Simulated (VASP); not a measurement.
# Zn (P6_3/mmc) in VASP: notebook, part 2 of 2

VASP 6.6.1. Earlier steps stand in the parts before.

### 4 Electric field gradients, PBEsol (zz strain of -1 %)

INCAR

```
SYSTEM = Zn
ALGO = Normal ; EDIFF = 1E-8
ENCUT = 520 ; GGA = PS
ISIF = 2 ; ISMEAR = -1
LASPH = .TRUE. ; LCHARG = .FALSE.
LEFG = .TRUE. ; LREAL = .FALSE.
LWAVE = .FALSE. ; NBANDS = 19
NELM = 80 ; PREC = Accurate
SIGMA = 0.03
```

KPOINTS

```
k-points
0
G
  18 18 8
  0 0 0
```

POSCAR

```
Zn
1.0
    2.6647980532      0.0000000000      0.0000000000
   -1.3323990266      2.3077828100      0.0000000000
    0.0000000000      0.0000000000      4.8972330000
Zn
2
Direct
    0.3333333333      0.6666666667      0.2500000000
    0.6666666667      0.3333333333      0.7500000000
```

Potentials or basis: VASP PAW PBE potentials, release 64 (Zn).

Launch:

```
$ cat potpaw_PBE.64/Zn/POTCAR > POTCAR
$ mpirun -np 1 vasp_std > vasp.out
```

OUTCAR:

```text
SYSTEM = Zn
   EDIFF = 1E-8
   ENCUT = 520
   GGA = PS
   ISIF = 2
   ISMEAR = -1
   LASPH = .TRUE.
   LREAL = .FALSE.
   NELM = 80
   PREC = Accurate

 ion  position               nearest neighbor table
   1  0.333  0.667  0.250-   2 2.89   2 2.89   2 2.89   2 2.89   2 2.89   2 2.89
   2  0.667  0.333  0.750-   1 2.89   1 2.89   1 2.89   1 2.89   1 2.89   1 2.89

  LATTYP: Found a hexagonal cell.
 ALAT       =     2.6647980532
 C/A-ratio  =     1.8377501417

  Lattice vectors:

 A1 = (   2.6647980532,   0.0000000000,   0.0000000000)
 A2 = (  -1.3323990266,   2.3077828100,   0.0000000000)
[... 743 lines left out ...]
  free  energy   TOTEN  =        -3.1459511320 eV

  energy  without entropy=       -3.1443167805  energy(sigma->0) =       -3.14513396

 Electric field gradients (V/A^2)
---------------------------------------------------------------------
 ion       V_xx      V_yy      V_zz      V_xy      V_xz      V_yz
---------------------------------------------------------------------
   1     -16.768   -16.762    33.530     0.005     0.000    -0.000
   2     -16.768   -16.762    33.530     0.005    -0.000     0.000
---------------------------------------------------------------------

 Electric field gradients after diagonalization (V/A^2)
 (convention: |V_zz| > |V_xx| > |V_yy|)
----------------------------------------------------------------------
 ion       V_xx      V_yy      V_zz     asymmetry (V_yy - V_xx)/ V_zz
----------------------------------------------------------------------
   1     -16.771   -16.759    33.530       0.000
   2     -16.771   -16.759    33.530       0.000
----------------------------------------------------------------------

           NMR quadrupolar parameters

 Cq : quadrupolar parameter    Cq=e*Q*V_zz/h
 eta: asymmetry parameters     (V_yy - V_xx)/ V_zz
 Q  : nuclear electric quadrupole moment in mb (millibarn)
----------------------------------------------------------------------
 ion       Cq(MHz)       eta       Q (mb)
----------------------------------------------------------------------
   1       0.081       0.000       1.000
   2       0.081       0.000       1.000
----------------------------------------------------------------------
```

OSZICAR:

```text
N       E                     dE             d eps       ncg     rms          rms(c)
DAV:   1     0.110919211067E+03    0.11092E+03   -0.12309E+04  7342   0.200E+03
DAV:   2     0.151860607837E+01   -0.10940E+03   -0.10557E+03  7059   0.293E+02
DAV:   3    -0.341199063786E+01   -0.49306E+01   -0.49090E+01  7800   0.689E+01
DAV:   4    -0.344133122447E+01   -0.29341E-01   -0.29333E-01  7809   0.546E+00
DAV:   5    -0.344136803901E+01   -0.36815E-04   -0.36814E-04  7618   0.174E-01    0.420E+00
DAV:   6    -0.316563633422E+01    0.27573E+00   -0.11048E+00  7764   0.224E+01    0.308E+00
DAV:   7    -0.315259691104E+01    0.13039E-01   -0.39216E-02  9000   0.340E+00    0.161E+00
DAV:   8    -0.314598389694E+01    0.66130E-02   -0.20241E-03  9585   0.636E-01    0.528E-02
DAV:   9    -0.314594677337E+01    0.37124E-04   -0.21975E-04  9556   0.198E-01    0.359E-02
DAV:  10    -0.314595155903E+01   -0.47857E-05   -0.20468E-05  7369   0.380E-02    0.305E-03
DAV:  11    -0.314595138106E+01    0.17797E-06   -0.55852E-07  7974   0.129E-02    0.203E-03
DAV:  12    -0.314595112542E+01    0.25564E-06   -0.17963E-08  6756   0.226E-03    0.284E-04
DAV:  13    -0.314595113201E+01   -0.65884E-08   -0.37394E-09  3926   0.722E-04
   1 F= -.31459511E+01 E0= -.31451340E+01  d E =-.163435E-02
```

Run time: 33 s. Hardware: 1 thread of Intel Xeon 6975P-C (Granite Rapids), shared host; peak memory 0.2 GiB.

What came out:

| Quantity | Value |
| --- | --- |
| Free energy | -3.1460 eV |
| Pressure | -4.5 GPa |
| Band gap on the k mesh | zero (band 12 reaches 4.57 eV, above the bottom of band 13 at 0.10 eV) |

Stress tensor (GPa, compression positive):
```
-5.13  0.00  0.00
 0.00 -5.13  0.00
 0.00  0.00 -3.34
```

Electric field gradients, principal values (V/Å²):
| atom | least | middle | greatest (by size) |
| --- | --- | --- | --- |
| 1 Zn | -16.759 | -16.771 | 33.530 |
| 2 Zn | -16.759 | -16.771 | 33.530 |

Caveat: the cell differs from its parent crystal (zz strain of -1 %); without QUAD_EFG the Cq values of the log hold for a quadrupole moment of 1 mb, not for the nuclei; the PAW data sets were made with another functional, which shifts forces and pressure a little.

### 5 Electric field gradients, PBEsol (volume scaled by 0.99)

INCAR

```
SYSTEM = Zn
  PREC = Accurate
  ENCUT = 520
  EDIFF = 1E-8
  ISMEAR = -1
  SIGMA = 0.03
  LREAL = .FALSE.
  LASPH = .TRUE.
  NELM = 80
  ALGO = Normal
  ISIF = 2
  LWAVE = .FALSE.
  LCHARG = .FALSE.
  GGA = PS
  LEFG = .TRUE.
  NBANDS = 19
```

KPOINTS

```
regular mesh
0
G
  18 18 8
  0 0 0
```

POSCAR

```
Zn
1.0
    2.6558856186      0.0000000000      0.0000000000
   -1.3279428093      2.3000644152      0.0000000000
    0.0000000000      0.0000000000      4.9301557293
Zn
2
Direct
    0.3333333333      0.6666666667      0.2500000000
    0.6666666667      0.3333333333      0.7500000000
```

Potentials or basis: VASP PAW PBE potentials, release 64 (Zn).

Launch:

```
$ cat potpaw_PBE.64/Zn/POTCAR > POTCAR
$ mpirun -np 1 vasp_std > vasp.out
```

OUTCAR:

```text
SYSTEM = Zn
   PREC = Accurate
   ENCUT = 520
   EDIFF = 1E-8
   ISMEAR = -1
   LREAL = .FALSE.
   LASPH = .TRUE.
   NELM = 80
   ISIF = 2
   GGA = PS

 ion  position               nearest neighbor table
   1  0.333  0.667  0.250-   2 2.90   2 2.90   2 2.90   2 2.90   2 2.90   2 2.90
   2  0.667  0.333  0.750-   1 2.90   1 2.90   1 2.90   1 2.90   1 2.90   1 2.90

  LATTYP: Found a hexagonal cell.
 ALAT       =     2.6558856186
 C/A-ratio  =     1.8563132745

  Lattice vectors:

 A1 = (   2.6558856186,   0.0000000000,   0.0000000000)
 A2 = (  -1.3279428093,   2.3000644152,   0.0000000000)
[... 743 lines left out ...]
  free  energy   TOTEN  =        -3.1482987476 eV

  energy  without entropy=       -3.1468161413  energy(sigma->0) =       -3.14755744

 Electric field gradients (V/A^2)
---------------------------------------------------------------------
 ion       V_xx      V_yy      V_zz      V_xy      V_xz      V_yz
---------------------------------------------------------------------
   1     -17.803   -17.797    35.600     0.005     0.000    -0.000
   2     -17.803   -17.797    35.600     0.005    -0.000     0.000
---------------------------------------------------------------------

 Electric field gradients after diagonalization (V/A^2)
 (convention: |V_zz| > |V_xx| > |V_yy|)
----------------------------------------------------------------------
 ion       V_xx      V_yy      V_zz     asymmetry (V_yy - V_xx)/ V_zz
----------------------------------------------------------------------
   1     -17.806   -17.795    35.600       0.000
   2     -17.806   -17.795    35.600       0.000
----------------------------------------------------------------------

           NMR quadrupolar parameters

 Cq : quadrupolar parameter    Cq=e*Q*V_zz/h
 eta: asymmetry parameters     (V_yy - V_xx)/ V_zz
 Q  : nuclear electric quadrupole moment in mb (millibarn)
----------------------------------------------------------------------
 ion       Cq(MHz)       eta       Q (mb)
----------------------------------------------------------------------
   1       0.086       0.000       1.000
   2       0.086       0.000       1.000
----------------------------------------------------------------------
```

stdout:

```text
POSCAR found type information on POSCAR Zn
 POSCAR found :  1 types and       2 ions
 scaLAPACK will be used
 -----------------------------------------------------------------------------
|                                                                             |
|                                                                             |
|     You enforced a specific xc type in the INCAR file but a different       |
|     I HOPE YOU KNOW WHAT YOU ARE DOING!                                     |
|                                                                             |
 -----------------------------------------------------------------------------

 LDA part: xc-table for (Slater+PW92), standard interpolation
 POSCAR, INCAR and KPOINTS ok, starting setup
 FFT: planning ... GRIDC
 FFT: planning ... GRID_SOFT
 FFT: planning ... GRID
 WAVECAR not read
 entering main loop
ion   1

ion   2
```

Wall time 40 s (1 thread of AMD EPYC 9R45 (Zen 5), shared host); peak memory 0.17 GiB.

What came out:

* Free energy: -3.1483 eV
* Pressure: -4.4 GPa
* Band gap on the k mesh: zero (band 12 reaches 4.62 eV, above the bottom of band 13 at -0.02 eV)

Electric field gradients, principal values (V/Å²):
```
atom    least   middle  greatest (by size)
1 Zn  -17.795  -17.806              35.600
2 Zn  -17.795  -17.806              35.600
```

Caveat: without QUAD_EFG the Cq values of the log hold for a quadrupole moment of 1 mb, not for the nuclei; the PAW data sets were made with another functional, which shifts forces and pressure a little.

### 6 The runs side by side

| cell | gap on the mesh (eV) | pressure (GPa) |
| --- | --- | --- |
| a = 2.647, b = 2.647, c = 4.913 Å, angles 90.0, 90.0, 120.0°, 2 atoms | none | -3.7 |
| a = 2.665, b = 2.665, c = 4.897 Å, angles 90.0, 90.0, 120.0°, 2 atoms | none | -4.5 |
| a = 2.656, b = 2.656, c = 4.930 Å, angles 90.0, 90.0, 120.0°, 2 atoms | none | -4.4 |

Alike in all rows: task electric field gradients; level PBEsol; potentials or basis VASP PAW PBE potentials, release 64 (Zn); no spin polarisation; k mesh 18 × 18 × 8; cutoff (eV) 520; smearing fermi-dirac 0.03 eV.

Caveats: the PAW data sets were made with another functional, which shifts forces and pressure a little.

Total energies depend on the potentials used, so only differences within one code and one set of settings carry meaning.
